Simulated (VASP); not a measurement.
# Ti8HO16 (a cell with a defect) in VASP: notebook

Runs on Ti8HO16 (a cell with a defect). Level: PBE. Tasks: single point.

Program: VASP 6.6.1. These are calculated values, not measurements. Logs are shortened: lines on timing, memory, paths and dates and some standing lists are left out, and cuts for length are marked.

**1. The cell of the first run**

The cell holds a defect, 25 atoms: a = 6.567 Å, b = 6.567 Å, c = 7.530 Å, α = 115.85°, β = 115.85°, γ = 90.00°.

**2. Single point, PBE**

Input file INCAR:

```
PREC     = Accurate       # precision mode
ENCUT    = 520            # plane-wave cutoff, eV
EDIFF    = 1E-6           # SCF threshold, eV
ISMEAR   = 0              # smearing method
SIGMA    = 0.02           # smearing width, eV
LREAL    = Auto         
LASPH    = T              # aspherical terms in the spheres
NELM     = 100            # most SCF steps
ALGO     = Normal         # electronic algorithm
ISIF     = 2              # what is computed and relaxed
LWAVE    = F              # write WAVECAR
LCHARG   = F              # write CHGCAR
GGA      = PE             # functional
NELECT   = 192.0        
NBANDS   = 114            # bands
```

Input file KPOINTS:

```
Automatic mesh
0
Gamma
  3 3 3
```

Input file POSCAR:

```
Ti8HO16
1.0
    4.6432750182     -4.6432750182      0.0000000000
    4.6432750182      4.6432750182      0.0000000000
   -4.6432750182      0.0000000000      5.9277640358
Ti O H
8 16 1
Direct
    1.0040018930      0.0011278479     -0.0058200697
    0.2353533689      0.2260004876      0.4818656719
    0.4890725484      0.5212069792      0.0164682669
    0.7505861314      0.7757414365      0.5047285928
    0.1037626140      0.6133727471      0.2408975781
    0.3686982379      0.8527936213      0.7388777579
    0.6187834293      0.1395628379      0.2415791167
    0.8950955913      0.3882315803      0.7433173745
    0.0083037004      0.3029282907      0.0032411884
    0.2573249333      0.5478114960      0.5025695999
    0.5042371691      0.8023444306      0.0005872366
    0.7592263961      0.0575089688      0.5041297160
    0.8189719203      0.6227877623      0.2518863759
    0.0717904159      0.8687724997      0.7512144500
    0.3224413485      0.1194051303      0.2512900296
    0.5842148958      0.3474427909      0.7591369988
    0.0001819794      0.6925204662      0.0017065457
    0.2489188371      0.9415258843      0.5031602105
    0.4998566964      0.1948917752      0.0003151273
    0.7477220539      0.4452232799      0.5012738331
    0.4318869625      0.6304250625      0.2563744088
    0.6823615231      0.8844514265      0.7541563687
    0.9314623154      0.1223256639      0.2502299334
    0.1864315496      0.3777766663      0.7502034449
    0.6077103502      0.2147512873     -0.2110306673
```

Potentials or basis: VASP PAW PBE potentials, release 64 (Ti_sv, O, H).

Started as:

```console
cat potpaw_PBE.64/Ti_sv/POTCAR potpaw_PBE.64/O/POTCAR potpaw_PBE.64/H/POTCAR > POTCAR
mpirun -np 1 vasp_std > vasp.out
```

OUTCAR:

```text
PREC = Accurate
   ENCUT = 520
   EDIFF = 1E-6
   ISMEAR = 0
   LREAL = Auto
   LASPH = T
   NELM = 100
   ISIF = 2
   GGA = PE
   NELECT = 192.0

 ion  position               nearest neighbor table
   1  0.004  0.001  0.994-  14 1.90  22 1.94   9 1.95  15 1.97  23 2.01  17 2.05   2 2.89   4 2.90

   2  0.235  0.226  0.482-  23 1.85  15 1.91  18 1.94  24 2.00  10 2.05  16 2.15   1 2.89
   3  0.489  0.521  0.016-  21 1.84  11 1.91  24 1.93  13 1.97  19 2.10  16 2.14   4 2.90
   4  0.751  0.776  0.505-  12 1.85  22 1.95  21 1.95  14 1.97  13 1.98  20 2.16   3 2.90   1 2.90

   5  0.104  0.613  0.241-   9 1.90  13 1.91  17 1.93  10 2.02  18 2.02  21 2.11
   6  0.369  0.853  0.739-  10 1.86  18 1.95  11 1.96  14 1.99  22 2.02  19 2.08
   7  0.619  0.140  0.242-  19 1.84  20 1.92  15 1.99  11 2.02  23 2.03  12 2.09
   8  0.895  0.388  0.743-  20 1.86  24 1.89  17 1.92  12 1.99   9 2.09  16 2.12
   9  0.008  0.303  0.003-   5 1.90   1 1.95   8 2.09
  10  0.257  0.548  0.503-   6 1.86   5 2.02   2 2.05
  11  0.504  0.802  0.001-   3 1.91   6 1.96   7 2.02
  12  0.759  0.058  0.504-   4 1.85   8 1.99   7 2.09
  13  0.819  0.623  0.252-   5 1.91   3 1.97   4 1.98
  14  0.072  0.869  0.751-   1 1.90   4 1.97   6 1.99
  15  0.322  0.119  0.251-   2 1.91   1 1.97   7 1.99
  16  0.584  0.347  0.759-  25 0.99   8 2.12   3 2.14   2 2.15
  17  0.000  0.693  0.002-   8 1.92   5 1.93   1 2.05
  18  0.249  0.942  0.503-   2 1.94   6 1.95   5 2.02
  19  0.500  0.195  0.000-   7 1.84   6 2.08   3 2.10
  20  0.748  0.445  0.501-   8 1.86   7 1.92   4 2.16
  21  0.432  0.630  0.256-   3 1.84   4 1.95   5 2.11
  22  0.682  0.884  0.754-   1 1.94   4 1.95   6 2.02
  23  0.931  0.122  0.250-   2 1.85   1 2.01   7 2.03
  24  0.186  0.378  0.750-   8 1.89   3 1.93   2 2.00
  25  0.608  0.215  0.789-  16 0.99

  LATTYP: Found a body centered tetragonal cell.
 ALAT       =     6.5665825046
 C/A-ratio  =     1.8054335057

  Lattice vectors:

 A1 = (   0.0000000000,  -4.6432750182,  -5.9277640358)
 A2 = (   0.0000000000,   4.6432750182,  -5.9277640358)
 A3 = (   4.6432750182,   0.0000000000,   5.9277640358)

Analysis of symmetry for initial positions (statically):
=====================================================================
 Subroutine PRICEL returns:
 Original cell was already a primitive cell.

 Routine SETGRP: Setting up the symmetry group for a
 body centered tetragonal supercell.

 Subroutine GETGRP returns: Found  1 space group operations
 (whereof  1 operations were pure point group operations)
 out of a pool of 16 trial point group operations.

The static configuration has the point symmetry C_1 .

Analysis of symmetry for dynamics (positions and initial velocities):
=====================================================================
 Subroutine PRICEL returns:
 Original cell was already a primitive cell.

 Routine SETGRP: Setting up the symmetry group for a
 body centered tetragonal supercell.

 Subroutine GETGRP returns: Found  1 space group operations
 (whereof  1 operations were pure point group operations)
 out of a pool of 16 trial point group operations.

The dynamic configuration has the point symmetry C_1 .

 Subroutine INISYM returns: Found  1 space group operations
 (whereof  1 operations are pure point group operations),
 and found     1 'primitive' translations

----------------------------------------------------------------------------------------

                                     Primitive cell

  volume of cell :     255.6052

  direct lattice vectors                    reciprocal lattice vectors
     4.643275018 -4.643275018  0.000000000     0.107682616 -0.107682616  0.084348837
     4.643275018  4.643275018  0.000000000     0.107682616  0.107682616  0.084348837
    -4.643275018  0.000000000  5.927764036     0.000000000  0.000000000  0.168697673

  length of vectors
     6.566582505  6.566582505  7.529833289     0.174085662  0.174085662  0.168697673

  position of ions in fractional coordinates (direct lattice)
     0.004001893  0.001127848  0.994179930
     0.235353369  0.226000488  0.481865672
     0.489072548  0.521206979  0.016468267
     0.750586131  0.775741436  0.504728593
     0.103762614  0.613372747  0.240897578
     0.368698238  0.852793621  0.738877758
[... 17 lines left out ...]
     0.186431550  0.377776666  0.750203445
     0.607710350  0.214751287  0.788969333

  ion indices of the primitive-cell ions
   primitive index   ion index
                 1           1
                 2           2
                 3           3
                 4           4
                 5           5
                 6           6
[... 17 lines left out ...]
                24          24
                25          25

----------------------------------------------------------------------------------------

 KPOINTS: Automatic mesh

Automatic generation of k-mesh.
 Grid dimensions read from file:
 generate k-points for:    3    3    3

 Generating k-lattice:

  Cartesian coordinates                     Fractional coordinates (reciprocal lattice)
     0.035894205 -0.035894205  0.028116279     0.333333333  0.000000000  0.000000000
     0.035894205  0.035894205  0.028116279     0.000000000  0.333333333  0.000000000
     0.000000000  0.000000000  0.056232558     0.000000000  0.000000000  0.333333333

  Length of vectors
     0.058028554  0.058028554  0.056232558

  Shift w.r.t. Gamma in fractional coordinates (k-lattice)
     0.000000000  0.000000000  0.000000000

 Subroutine IBZKPT returns following result:
 ===========================================

 Found     14 irreducible k-points:

 Following reciprocal coordinates:
            Coordinates               Weight
  0.000000  0.000000  0.000000      1.000000
  0.333333  0.000000  0.000000      2.000000
  0.000000 -0.333333  0.333333      2.000000
 -0.333333  0.000000  0.333333      2.000000
  0.000000  0.333333  0.000000      2.000000
  0.333333  0.333333  0.000000      2.000000
  0.333333 -0.333333  0.333333      2.000000
 -0.333333 -0.333333 -0.333333      2.000000
 -0.333333  0.333333  0.333333      2.000000
 -0.333333  0.333333  0.000000      2.000000
  0.333333  0.333333 -0.333333      2.000000
  0.000000  0.000000  0.333333      2.000000
  0.333333  0.000000  0.333333      2.000000
  0.000000 -0.333333 -0.333333      2.000000
   k-points           NKPTS =     14   k-points in BZ     NKDIM =     14   number of bands    NBANDS=    114
   number of dos      NEDOS =    301   number of ions     NIONS =     25
   total plane-waves  NPLWV = 140000
   dimension x,y,z NGX =    50 NGY =   50 NGZ =   56
   dimension x,y,z NGXF=   100 NGYF=  100 NGZF=  112
   ions per type =               8  16   1
   NGX,Y,Z   is equivalent  to a cutoff of  12.66, 12.66, 12.36 a.u.
   NGXF,Y,Z  is equivalent  to a cutoff of  25.32, 25.32, 24.73 a.u.
 SYSTEM =  unknown system
   PREC   = accura    normal or accurate (medium, high low for compatibility)
   ISTART =      0    job   : 0-new  1-cont  2-samecut
   ICHARG =      2    charge: 1-file 2-atom 10-const
   ISPIN  =      1    spin polarized calculation?
   LNONCOLLINEAR =      F non collinear calculations
   LSORBIT =      F    spin-orbit coupling
   LASPH  =      T    aspherical Exc in radial PAW
   ENCUT  =  520.0 eV  38.22 Ry    6.18 a.u.  12.21 12.21 14.00*2*pi/ulx,y,z
   NELM   =    100;   NELMIN=  2; NELMDL= -5     # of ELM steps
   EDIFF  = 0.1E-05   stopping-criterion for ELM
   LREAL  =      T    real-space projection
   EDIFFG = 0.1E-04   stopping-criterion for IOM
   NSW    =      0    number of steps for IOM
   IBRION =     -1    ionic relax: 0-MD 1-quasi-New 2-CG
   NFREE  =      0    steps in history (QN), initial steepest desc. (CG)
   ISIF   =      2    stress and relaxation
   ISYM   =      2    0-nonsym 1-usesym 2-fastsym
   POTIM  = 0.5000    time-step for ionic-motion
   TEBEG  =    0.0;   TEEND  =   0.0 temperature during run
   PSTRESS=    0.0 pullay stress
   NELECT =     192.0000    total number of electrons
   NUPDOWN=      -1.0000    fix difference up-down
   EMIN   =  10.00;   EMAX   =-10.00  energy-range for DOS
   EFERMI =   0.00;   METHOD = LEGACY
   ISMEAR =     0;   SIGMA  =   0.02  broadening in eV -4-tet -1-fermi 0-gaus
   EFERMI_NEDOS =   21; number of points for ismear=-14 and -15
   IALGO  =     38    algorithm
   IMIX   =      4    mixing-type and parameters
     AMIX     =   0.40;   BMIX     =  1.00
     AMIX_MAG =   1.60;   BMIX_MAG =  1.00
  volume/ion in A,a.u.               =      10.22        69.00
  Fermi-wavevector in a.u.,A,eV,Ry     =   1.488168  2.812230 30.132066  2.214644
  Thomas-Fermi vector in A             =   2.601237
   LORBIT       =      0    0 simple, 1 ext, 2 COOP (PROOUT), +10 PAW based schemes
   GGA     = PE    functional components
   LHFCALC =     F    Hartree Fock is set to
   AEXX    =    0.0000 exact exchange contribution
   IVDW    =     0    specifies the selected vdW correction
   LEPSILON=     F    determine dielectric tensor
   LRPA    =     F    only Hartree local field effects (RPA)
 non-spin polarized calculation
 Gauss-broadening in eV      SIGMA  =   0.02
  energy-cutoff  :      520.00
  volume of cell :      255.61
 maximum number of plane-waves:      6906
 NGX is ok and might be reduce to    50
   NGX = 25   NGY = 25   NGZ = 27

 number of electron     191.9999990 magnetization

 Free energy of the ion-electron system (eV)
  ---------------------------------------------------
  ext. energy  EPLUGINS =         0.00000000
  ---------------------------------------------------
  free energy    TOTEN  =      -224.47329216 eV

  energy without entropy =     -224.47329216  energy(sigma->0) =     -224.47329216

 E-fermi :   4.6049     XC(G=0): -11.2756

 val. band max:        4.5142664040   @ k =   0.0000   0.0000   0.0000
 cond. band min:       6.5897268889   @ k =   0.0000   0.0000   0.0000
 fundamental gap:      2.0754604849
 Fermi energy:         4.6049000484

 k-point     1 :       0.0000    0.0000    0.0000
  band No.  band energies     occupation
      1     -52.2784      2.00000
      2     -52.2485      2.00000
      3     -52.2443      2.00000
      4     -52.2154      2.00000
      5     -52.2078      2.00000
      6     -52.1889      2.00000
[... 100 lines left out ...]
    107       7.5741      0.00000
    108       7.6170      0.00000
[... 1441 lines left out ...]
    107       7.6318      0.00000
    108       7.6973      0.00000
 [bands above 108 left out]

------------------------ aborting loop because EDIFF is reached ----------------------------------------

  FORCE on cell =-STRESS in cart. coord.  units (eV):
  Direction    XX          YY          ZZ          XY          YZ          ZX
  --------------------------------------------------------------------------------------
  -------------------------------------------------------------------------------------
  Total       -4.2524039     -6.6273804     -2.0114081     -2.1666496      0.2326306      0.0399223
  in kB      -26.6547967    -41.5415565    -12.6078510    -13.5809308      1.4581683      0.2502398
  external PRESSURE =     -26.9347347 kB  Pullay stress =       0.0000000 kB

 VOLUME and BASIS-vectors are now :
 -----------------------------------------------------------------------------
  energy-cutoff  :      520.00
  volume of cell :      255.61
      direct lattice vectors                 reciprocal lattice vectors
     4.643275018 -4.643275018  0.000000000     0.107682616 -0.107682616  0.084348837
     4.643275018  4.643275018  0.000000000     0.107682616  0.107682616  0.084348837
    -4.643275018  0.000000000  5.927764036     0.000000000  0.000000000  0.168697673

 POSITION                                       TOTAL-FORCE (eV/Angst)
 -----------------------------------------------------------------------------------
     -4.59243     -0.01334      5.89326        -0.005652      0.027326      0.025017
     -0.09524     -0.04343      2.85639         0.005809      0.021334      0.062588
      4.61454      0.14921      0.09762         0.007225     -0.105737     -0.035407
      4.74356      0.11680      2.99191        -0.027735     -0.037374      0.014707
      2.21130      2.36626      1.42798         0.041465     -0.024105      0.045553
      2.24091      2.24779      4.37989         0.010613      0.003979      0.058219
[... 17 lines left out ...]
     -0.86363      0.88847      4.44703         0.019635     -0.020072     -0.006336
      0.15551     -1.82462      4.67682         0.009920     -0.157879     -0.121139
 -----------------------------------------------------------------------------------
    total drift:                               -0.026121     -0.020415      0.009496

  FREE ENERGIE OF THE ION-ELECTRON SYSTEM (eV)
  ---------------------------------------------------
  free  energy   TOTEN  =      -224.4732921609 eV

  energy  without entropy=     -224.4732921609  energy(sigma->0) =     -224.47329216
```

It took 32 min on 1 thread of Intel Xeon 8259CL, shared host; peak memory 0.52 GiB.

What came out:

* Free energy: -224.4733 eV
* Largest force: 0.199 eV/Å

Forces on the atoms (eV/Å):
```
Ti  -0.006  0.027  0.025
Ti   0.006  0.021  0.063
Ti   0.007 -0.106 -0.035
Ti  -0.028 -0.037  0.015
Ti   0.041 -0.024  0.046
Ti   0.011  0.004  0.058
Ti  -0.089 -0.026  0.038
Ti  -0.010  0.053  0.026
O   -0.003 -0.015 -0.026
O   -0.037 -0.041 -0.030
O   -0.005 -0.019  0.011
O    0.028  0.027  0.007
O   -0.008 -0.009  0.003
O    0.009 -0.034 -0.004
O    0.006 -0.025  0.000
O    0.067  0.053 -0.031
O    0.031  0.037  0.015
O    0.005  0.013  0.005
O    0.006  0.068 -0.033
O    0.050  0.057 -0.025
O   -0.048  0.051  0.034
O   -0.015  0.056  0.005
O   -0.048  0.046 -0.039
O    0.020 -0.020 -0.006
H    0.010 -0.158 -0.121
```

Caveat: the cell carries a net charge on a neutralising background, which shifts energy and pressure; the cell is charged against a uniform background, so pressure and absolute levels hang on convention.

[end of part 1 of 2]
